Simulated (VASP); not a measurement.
# Ti (P6/mmm) in VASP: notebook

Ti is run at these levels: r2SCAN; tasks: single point.

All numbers are computed with VASP 6.6.1; they aren't measurements. Logs are shortened: lines on timing, memory, paths and dates and some standing lists are left out, and cuts for length are marked.

## 1. The cell of the first run

The structure is hexagonal, space group P6/mmm (No. 191). Conventional cell: a = 4.454 Å, b = 4.454 Å, c = 2.683 Å, α = 90.00°, β = 90.00°, γ = 120.00°. Within 3.5 Å of Ti (site symmetry 6/mmm) lie 14 Ti at 2.68 to 2.90 Å. Ti (site symmetry -6m2) has 11 Ti at 2.57 to 2.90 Å within 3.4 Å.

## 2. Single point, r2SCAN (strain -0.025 along x and y, -0.050 along z)

POSCAR

```
Ti
1.0
    4.4538211635      0.0000000000      0.0000000000
   -2.2269105818      3.8571222715      0.0000000000
    0.0000000000      0.0000000000      2.6833347900
Ti
3
Direct
    0.0000000000      0.0000000000      0.0000000000
    0.3333333333      0.6666666667      0.5000000000
    0.6666666667      0.3333333333      0.5000000000
```

INCAR.step1

```
SYSTEM = Ti
PREC = Accurate
ENCUT = 520
ISMEAR = 0
SIGMA = 0.15
LREAL = .False.
LASPH = .True.
NELM = 80
NBANDS = 25
GGA = PE
ALGO = Normal
EDIFF = 1E-4
LWAVE = .True.
LCHARG = .False.
```

INCAR.step2

```
SYSTEM = Ti
PREC = Accurate
ENCUT = 520
EDIFF = 1E-7
ISMEAR = 0
SIGMA = 0.15
LREAL = .False.
LASPH = .True.
NELM = 80
ALGO = Normal
ISIF = 2
LWAVE = .False.
LCHARG = .False.
METAGGA = R2SCAN
LMIXTAU = .True.
NBANDS = 25
ISTART = 1
```

KPOINTS

```
Automatic mesh
0
Gamma
  12 12 16
  0 0 0
```

Potentials or basis: VASP PAW PBE potentials, release 64 (Ti_sv).

Command:

```bash
$ cat potpaw_PBE.64/Ti_sv/POTCAR > POTCAR
$ cp INCAR.step1 INCAR
$ mpirun -np 1 vasp_std > vasp.out
$ cp INCAR.step2 INCAR
$ mpirun -np 1 vasp_std > vasp.out
```

OUTCAR:

```text
SYSTEM = Ti
   PREC = Accurate
   ENCUT = 520
   EDIFF = 1E-7
   ISMEAR = 0
   LREAL = .False.
   LASPH = .True.
   NELM = 80
   ISIF = 2
   METAGGA = R2SCAN
   ISTART = 1

 ion  position               nearest neighbor table
   1  0.000  0.000  0.000-   2 2.90   3 2.90   2 2.90   3 2.90   3 2.90   3 2.90   2 2.90   2 2.90
                             3 2.90   3 2.90   2 2.90   2 2.90
   2  0.333  0.667  0.500-   3 2.57   3 2.57   3 2.57   1 2.90   1 2.90   1 2.90   1 2.90   1 2.90
                             1 2.90
   3  0.667  0.333  0.500-   2 2.57   2 2.57   2 2.57   1 2.90   1 2.90   1 2.90   1 2.90   1 2.90
                             1 2.90

  LATTYP: Found a hexagonal cell.
 ALAT       =     4.4538211635
 C/A-ratio  =     0.6024792401

  Lattice vectors:

 A1 = (   4.4538211635,   0.0000000000,   0.0000000000)
 A2 = (  -2.2269105818,   3.8571222715,   0.0000000000)
 A3 = (   0.0000000000,   0.0000000000,   2.6833347900)

Analysis of symmetry for initial positions (statically):
=====================================================================
 Subroutine PRICEL returns:
 Original cell was already a primitive cell.

 Routine SETGRP: Setting up the symmetry group for a
 hexagonal supercell.

 Subroutine GETGRP returns: Found 24 space group operations
 (whereof 24 operations were pure point group operations)
 out of a pool of 24 trial point group operations.

The static configuration has the point symmetry D_6h.

Analysis of symmetry for dynamics (positions and initial velocities):
=====================================================================
 Subroutine PRICEL returns:
 Original cell was already a primitive cell.

 Routine SETGRP: Setting up the symmetry group for a
 hexagonal supercell.

 Subroutine GETGRP returns: Found 24 space group operations
 (whereof 24 operations were pure point group operations)
 out of a pool of 24 trial point group operations.

The dynamic configuration has the point symmetry D_6h.

 Subroutine INISYM returns: Found 24 space group operations
 (whereof 24 operations are pure point group operations),
 and found     1 'primitive' translations

----------------------------------------------------------------------------------------

                                     Primitive cell

  volume of cell :      46.0968

  direct lattice vectors                    reciprocal lattice vectors
     4.453821163  0.000000000  0.000000000     0.224526303  0.129630321  0.000000000
    -2.226910582  3.857122272  0.000000000     0.000000000  0.259260643  0.000000000
     0.000000000  0.000000000  2.683334790     0.000000000  0.000000000  0.372670605

  length of vectors
     4.453821163  4.453821164  2.683334790     0.259260643  0.259260643  0.372670605

  position of ions in fractional coordinates (direct lattice)
     0.000000000  0.000000000  0.000000000
     0.333333333  0.666666667  0.500000000
     0.666666667  0.333333333  0.500000000

  ion indices of the primitive-cell ions
   primitive index   ion index
                 1           1
                 2           2
                 3           3

----------------------------------------------------------------------------------------

 KPOINTS: Automatic mesh

Automatic generation of k-mesh.
 Grid dimensions read from file:
 generate k-points for:   12   12   16

 Generating k-lattice:

  Cartesian coordinates                     Fractional coordinates (reciprocal lattice)
     0.018710525  0.010802527  0.000000000     0.083333333 -0.000000000  0.000000000
     0.000000000  0.021605054  0.000000000     0.000000000  0.083333333  0.000000000
     0.000000000  0.000000000  0.023291913     0.000000000  0.000000000  0.062500000

  Length of vectors
     0.021605054  0.021605054  0.023291913

  Shift w.r.t. Gamma in fractional coordinates (k-lattice)
     0.000000000  0.000000000  0.000000000

 Subroutine IBZKPT returns following result:
 ===========================================

 Found    171 irreducible k-points:

 Following reciprocal coordinates:
            Coordinates               Weight
  0.000000  0.000000  0.000000      1.000000
  0.083333  0.000000  0.000000      6.000000
  0.166667  0.000000  0.000000      6.000000
  0.250000  0.000000  0.000000      6.000000
  0.333333  0.000000  0.000000      6.000000
  0.416667  0.000000  0.000000      6.000000
[... 16 lines left out ...]
  0.250000  0.000000  0.062500     12.000000
  0.333333  0.000000  0.062500     12.000000
 [... further k-points ...]
   k-points           NKPTS =    171   k-points in BZ     NKDIM =    171   number of bands    NBANDS=     25
   number of dos      NEDOS =    301   number of ions     NIONS =      3
   total plane-waves  NPLWV =  25920
   dimension x,y,z NGX =    36 NGY =   36 NGZ =   20
   dimension x,y,z NGXF=    72 NGYF=   72 NGZF=   40
   ions per type =               3
   NGX,Y,Z   is equivalent  to a cutoff of  13.44, 13.44, 12.39 a.u.
   NGXF,Y,Z  is equivalent  to a cutoff of  26.88, 26.88, 24.78 a.u.
 SYSTEM =  Ti
   PREC   = accura    normal or accurate (medium, high low for compatibility)
   ISTART =      1    job   : 0-new  1-cont  2-samecut
   ICHARG =      0    charge: 1-file 2-atom 10-const
   ISPIN  =      1    spin polarized calculation?
   LNONCOLLINEAR =      F non collinear calculations
   LSORBIT =      F    spin-orbit coupling
   LASPH  =      T    aspherical Exc in radial PAW
   ENCUT  =  520.0 eV  38.22 Ry    6.18 a.u.   8.28  8.28  4.99*2*pi/ulx,y,z
   NELM   =     80;   NELMIN=  2; NELMDL=  0     # of ELM steps
   EDIFF  = 0.1E-06   stopping-criterion for ELM
   LREAL  =      F    real-space projection
   EDIFFG = 0.1E-05   stopping-criterion for IOM
   NSW    =      0    number of steps for IOM
   IBRION =     -1    ionic relax: 0-MD 1-quasi-New 2-CG
   NFREE  =      0    steps in history (QN), initial steepest desc. (CG)
   ISIF   =      2    stress and relaxation
   ISYM   =      2    0-nonsym 1-usesym 2-fastsym
   POTIM  = 0.5000    time-step for ionic-motion
   TEBEG  =    0.0;   TEEND  =   0.0 temperature during run
   PSTRESS=    0.0 pullay stress
   NELECT =      36.0000    total number of electrons
   NUPDOWN=      -1.0000    fix difference up-down
   EMIN   =  10.00;   EMAX   =-10.00  energy-range for DOS
   EFERMI =   0.00;   METHOD = LEGACY
   ISMEAR =     0;   SIGMA  =   0.15  broadening in eV -4-tet -1-fermi 0-gaus
   EFERMI_NEDOS =   21; number of points for ismear=-14 and -15
   IALGO  =     38    algorithm
   IMIX   =      4    mixing-type and parameters
     AMIX     =   0.40;   BMIX     =  1.00
     AMIX_MAG =   1.60;   BMIX_MAG =  1.00
  volume/ion in A,a.u.               =      15.37       103.69
  Fermi-wavevector in a.u.,A,eV,Ry     =   1.507597  2.848946 30.923992  2.272849
  Thomas-Fermi vector in A             =   2.618162
   LORBIT       =      0    0 simple, 1 ext, 2 COOP (PROOUT), +10 PAW based schemes
   METAGGA = R2SCAN    functional components
   LHFCALC =     F    Hartree Fock is set to
   AEXX    =    0.0000 exact exchange contribution
   IVDW    =     0    specifies the selected vdW correction
   LEPSILON=     F    determine dielectric tensor
   LRPA    =     F    only Hartree local field effects (RPA)
 non-spin polarized calculation
 Gauss-broadening in eV      SIGMA  =   0.15
  energy-cutoff  :      520.00
  volume of cell :       46.10
 maximum number of plane-waves:      1266
 NGX is ok and might be reduce to    36
   NGX = 17   NGY = 17   NGZ =  9

 number of electron      36.0000000 magnetization

 Free energy of the ion-electron system (eV)
  ---------------------------------------------------
  ext. energy  EPLUGINS =         0.00000000
  ---------------------------------------------------
  free energy    TOTEN  =       -38.66419671 eV

  energy without entropy =      -38.63732990  energy(sigma->0) =      -38.65076330

 E-fermi :   9.6149     XC(G=0): -13.0470

 val. band max:        9.5945276142   @ k =   0.3333   0.0833   0.0000
 cond. band min:       9.6181207457   @ k =   0.5000   0.0000   0.0000
 fundamental gap:      0.0235931315
 Fermi energy:         9.6148649657

 k-point     1 :       0.0000    0.0000    0.0000
  band No.  band energies     occupation
      1     -49.3785      2.00000
      2     -49.1390      2.00000
      3     -48.9395      2.00000
      4     -24.6845      2.00000
      5     -24.6845      2.00000
      6     -24.6844      2.00000
[... 17 lines left out ...]
     24      11.9961      0.00000
     25      12.1188      0.00000

 k-point     2 :       0.0833    0.0000    0.0000
  band No.  band energies     occupation
      1     -49.3756      2.00000
      2     -49.1383      2.00000
      3     -48.9433      2.00000
      4     -24.7679      2.00000
      5     -24.7572      2.00000
      6     -24.5985      2.00000
[... 17 lines left out ...]
     24      11.8201      0.00000
     25      12.3459      0.00000

 k-point     3 :       0.1667    0.0000    0.0000
  band No.  band energies     occupation
      1     -49.3675      2.00000
      2     -49.1359      2.00000
      3     -48.9543      2.00000
      4     -24.8441      2.00000
      5     -24.7980      2.00000
      6     -24.5156      2.00000
[... 17 lines left out ...]
     24      11.6837      0.00000
     25      12.6215      0.00000

 k-point     4 :       0.2500    0.0000    0.0000
  band No.  band energies     occupation
      1     -49.3564      2.00000
      2     -49.1307      2.00000
      3     -48.9714      2.00000
      4     -24.9084      2.00000
      5     -24.8004      2.00000
      6     -24.4411      2.00000
[... 17 lines left out ...]
     24      11.7537      0.00000
     25      12.8990      0.00000
[... 477 lines left out ...]
 k-point    22 :       0.1667    0.0000    0.0625
  band No.  band energies     occupation
      1     -49.3624      2.00000
      2     -49.1330      2.00000
      3     -48.9506      2.00000
      4     -24.8362      2.00000
      5     -24.7911      2.00000
      6     -24.5130      2.00000
[... 17 lines left out ...]
     24      11.6506      0.00000
     25      12.6714      0.00000

 k-point    23 :       0.2500    0.0000    0.0625
  band No.  band energies     occupation
      1     -49.3517      2.00000
      2     -49.1275      2.00000
      3     -48.9676      2.00000
      4     -24.8997      2.00000
      5     -24.7940      2.00000
      6     -24.4402      2.00000
[... 17 lines left out ...]
     24      11.7427      0.00000
     25      12.9673      0.00000

 k-point    24 :       0.3333    0.0000    0.0625
  band No.  band energies     occupation
      1     -49.3410      2.00000
      2     -49.1184      2.00000
      3     -48.9881      2.00000
      4     -24.9479      2.00000
      5     -24.7584      2.00000
      6     -24.3982      2.00000
[... 17 lines left out ...]
     24      12.1166      0.00000
     25      12.9215      0.00000

 [... further k-points ...]

------------------------ aborting loop because EDIFF is reached ----------------------------------------

  FORCE on cell =-STRESS in cart. coord.  units (eV):
  Direction    XX          YY          ZZ          XY          YZ          ZX
  --------------------------------------------------------------------------------------
  -------------------------------------------------------------------------------------
  Total        3.6410174      3.6410174      5.8587239     -0.0000000      0.0000000      0.0000000
  in kB      126.5500437    126.5500437    203.6303797     -0.0000000      0.0000000      0.0000000
  external PRESSURE =     152.2434890 kB  Pullay stress =       0.0000000 kB

 VOLUME and BASIS-vectors are now :
 -----------------------------------------------------------------------------
  energy-cutoff  :      520.00
  volume of cell :       46.10
      direct lattice vectors                 reciprocal lattice vectors
     4.453821163  0.000000000  0.000000000     0.224526303  0.129630321  0.000000000
    -2.226910582  3.857122272  0.000000000     0.000000000  0.259260643  0.000000000
     0.000000000  0.000000000  2.683334790     0.000000000  0.000000000  0.372670605

 POSITION                                       TOTAL-FORCE (eV/Angst)
 -----------------------------------------------------------------------------------
      0.00000      0.00000      0.00000        -0.000000      0.000000     -0.000000
     -0.00000      2.57141      1.34167        -0.000000     -0.000000      0.000000
      2.22691      1.28571      1.34167         0.000000      0.000000     -0.000000
 -----------------------------------------------------------------------------------
    total drift:                                0.000000      0.000000     -0.000000

  FREE ENERGIE OF THE ION-ELECTRON SYSTEM (eV)
  ---------------------------------------------------
  free  energy   TOTEN  =       -38.6641967081 eV

  energy  without entropy=      -38.6373298987  energy(sigma->0) =      -38.65076330
```

Run time: 12 min. Hardware: 1 thread of Intel Xeon 6975P-C, shared host; peak memory 0.28 GiB.

What came out:

| Quantity | Value |
| --- | --- |
| Free energy | -38.6642 eV |
| Pressure | 15.2 GPa |
| Band gap on the k mesh | zero (band 18 reaches 9.80 eV, above the bottom of band 19 at 9.53 eV) |

Levels at points of the mesh, in eV from the Fermi level:
| k point | band 14 | band 15 | band 16 | band 17 | band 18 | band 19 | band 20 | band 21 | band 22 | band 23 |
| --- | --- | --- | --- | --- | --- | --- | --- | --- | --- | --- |
| (0.00, 0.00, 0.00) | -2.27 | -0.83 | -0.83 | -0.80 | -0.80 | -0.07 | 0.75 | 1.58 | 1.58 | 2.38 |
| (0.50, 0.00, 0.00) | -3.87 | -3.02 | -0.51 | -0.50 | -0.46 | 0.00 | 0.57 | 1.20 | 1.52 | 2.51 |
| (0.00, 0.00, 0.50) | -2.57 | -2.18 | -2.02 | -2.02 | -1.73 | 1.13 | 1.13 | 1.65 | 1.65 | 3.61 |
| (0.50, 0.00, 0.50) | -2.39 | -2.14 | -1.48 | -0.80 | -0.65 | 0.43 | 1.10 | 1.36 | 1.39 | 2.71 |

Caveat: the cell differs from its parent crystal (strain -0.025 along x and y, -0.050 along z); the PAW data sets were made with another functional, which shifts forces and pressure a little.

## 3. Single point, r2SCAN (strain -0.050 along x and y, +0.025 along z)

POSCAR

```
Ti
1.0
    4.3396206209      0.0000000000      0.0000000000
   -2.1698103104      3.7582217005      0.0000000000
    0.0000000000      0.0000000000      2.8951770102
Ti
3
Direct
    0.0000000000      0.0000000000      0.0000000000
    0.3333333333      0.6666666667      0.5000000000
    0.6666666667      0.3333333333      0.5000000000
```

INCAR.step1

```
ALGO = Normal
EDIFF = 1E-4
ENCUT = 520
GGA = PE
ISMEAR = 0
LASPH = True
LCHARG = False
LREAL = False
LWAVE = True
NBANDS = 25
NELM = 60
PREC = Accurate
SIGMA = 0.15
```

INCAR.step2

```
ALGO = Normal
EDIFF = 1E-6
ENCUT = 520
ISIF = 2
ISMEAR = 0
ISTART = 1
LASPH = True
LCHARG = True
LELF = True
LMIXTAU = True
LREAL = False
LVHAR = True
LWAVE = False
METAGGA = R2SCAN
NBANDS = 25
NELM = 60
PREC = Accurate
SIGMA = 0.15
```

KPOINTS

```
k-points
0
Gamma
  12 12 16
```

Potentials or basis: VASP PAW PBE potentials, release 64 (Ti_sv).

Command:

```bash
$ cat potpaw_PBE.64/Ti_sv/POTCAR > POTCAR
$ cp INCAR.step1 INCAR
$ mpirun -np 1 vasp_std > vasp.out
$ cp INCAR.step2 INCAR
$ mpirun -np 1 vasp_std > vasp.out
```

Wall time 8 min (1 thread of Intel Xeon 6975P-C, shared host); peak memory 0.29 GiB.

The run converged. Its results:

| Quantity | Value |
| --- | --- |
| Free energy | -38.6663 eV |
| Pressure | 10.6 GPa |
| Band gap on the k mesh | zero (band 18 reaches 9.87 eV, above the bottom of band 19 at 9.26 eV) |

Stress tensor (GPa, compression positive):
```
15.75  0.00  0.00
 0.00 15.75  0.00
 0.00  0.00  0.45
```

Levels at points of the mesh, in eV from the Fermi level:
```tsv
k point	band 16	band 17	band 18	band 19	band 20	band 21
(0.00, 0.00, 0.00)	-0.74	-0.70	-0.70	0.45	1.30	1.57
(0.50, 0.00, 0.00)	-0.58	-0.30	-0.28	0.20	0.50	1.03
(0.00, 0.00, 0.50)	-2.42	-2.06	-2.06	1.41	1.41	1.46
(0.50, 0.00, 0.50)	-1.51	-1.26	-1.00	0.46	0.80	0.97
```

Caveat: the cell differs from its parent crystal (strain -0.050 along x and y, +0.025 along z); the PAW data sets were made with another functional, which shifts forces and pressure a little.

## 4. Single point, r2SCAN (strain -0.025 along x and y, -0.025 along z)

POSCAR

```
Ti
1.0
    4.4538211635      0.0000000000      0.0000000000
   -2.2269105818      3.8571222715      0.0000000000
    0.0000000000      0.0000000000      2.7539488634
Ti
3
Direct
    0.0000000000      0.0000000000      0.0000000000
    0.3333333333      0.6666666667      0.5000000000
    0.6666666667      0.3333333333      0.5000000000
```

INCAR.step1

```
PREC = Accurate
ENCUT = 520
ISMEAR = 0
SIGMA = 0.15
LREAL = False
LASPH = True
NELM = 60
NBANDS = 25
GGA = PE
ALGO = Normal
EDIFF = 1E-4
LWAVE = True
LCHARG = False
```

INCAR.step2

```
PREC = Accurate
ENCUT = 520
EDIFF = 1E-6
ISMEAR = 0
SIGMA = 0.15
LREAL = False
LASPH = True
NELM = 60
ALGO = Normal
ISIF = 2
LWAVE = False
LCHARG = True
METAGGA = R2SCAN
LMIXTAU = True
LELF = True
LVHAR = True
NBANDS = 25
ISTART = 1
```

KPOINTS

```
regular mesh
0
Gamma
  12 12 16
```

Command:

```bash
$ cat potpaw_PBE.64/Ti_sv/POTCAR > POTCAR
$ cp INCAR.step1 INCAR
$ mpirun -np 1 vasp_std > vasp.out
$ cp INCAR.step2 INCAR
$ mpirun -np 1 vasp_std > vasp.out
```

Wall time 9.4 min (1 thread of Intel Xeon 6975P-C, shared host); peak memory 0.28 GiB.

The run converged. Its results:

| Item | Value |
| --- | --- |
| Free energy | -38.7846 eV |
| Pressure | 10.8 GPa |
| Band gap on the k mesh | zero (band 18 reaches 9.58 eV, above the bottom of band 19 at 9.24 eV) |

Stress tensor (GPa, compression positive):
```
10.48  0.00  0.00
 0.00 10.48  0.00
 0.00  0.00 11.37
```

Levels at points of the mesh, in eV from the Fermi level:
| k point | band 14 | band 15 | band 16 | band 17 | band 18 | band 19 | band 20 | band 21 | band 22 | band 23 |
| --- | --- | --- | --- | --- | --- | --- | --- | --- | --- | --- |
| (0.00, 0.00, 0.00) | -2.26 | -0.82 | -0.82 | -0.78 | -0.78 | 0.04 | 0.87 | 1.54 | 1.54 | 2.12 |
| (0.50, 0.00, 0.00) | -3.87 | -2.98 | -0.51 | -0.43 | -0.41 | 0.05 | 0.68 | 1.21 | 1.22 | 2.23 |
| (0.00, 0.00, 0.50) | -2.49 | -2.37 | -1.99 | -1.99 | -1.95 | 1.19 | 1.19 | 1.53 | 1.53 | 3.50 |
| (0.50, 0.00, 0.50) | -2.38 | -2.05 | -1.45 | -0.86 | -0.81 | 0.44 | 0.98 | 1.16 | 1.29 | 2.61 |

Caveat: the cell differs from its parent crystal (strain -0.025 along x and y, -0.025 along z); the PAW data sets were made with another functional, which shifts forces and pressure a little.

## 5. Overview

```csv
cell,gap on the mesh (eV),pressure (GPa)
"a = 4.454, b = 4.454, c = 2.683 Å, angles 90.0, 90.0, 120.0°, 3 atoms",none,15.2
"a = 4.340, b = 4.340, c = 2.895 Å, angles 90.0, 90.0, 120.0°, 3 atoms",none,10.6
"a = 4.454, b = 4.454, c = 2.754 Å, angles 90.0, 90.0, 120.0°, 3 atoms",none,10.8
```

Alike in all rows: task single point; level r2SCAN; potentials or basis VASP PAW PBE potentials, release 64 (Ti_sv); no spin polarisation; k mesh 12 × 12 × 16; cutoff (eV) 520; smearing gaussian 0.15 eV.

Caveats: the PAW data sets were made with another functional, which shifts forces and pressure a little.

Absolute energies hang on the potentials; compare differences alone.
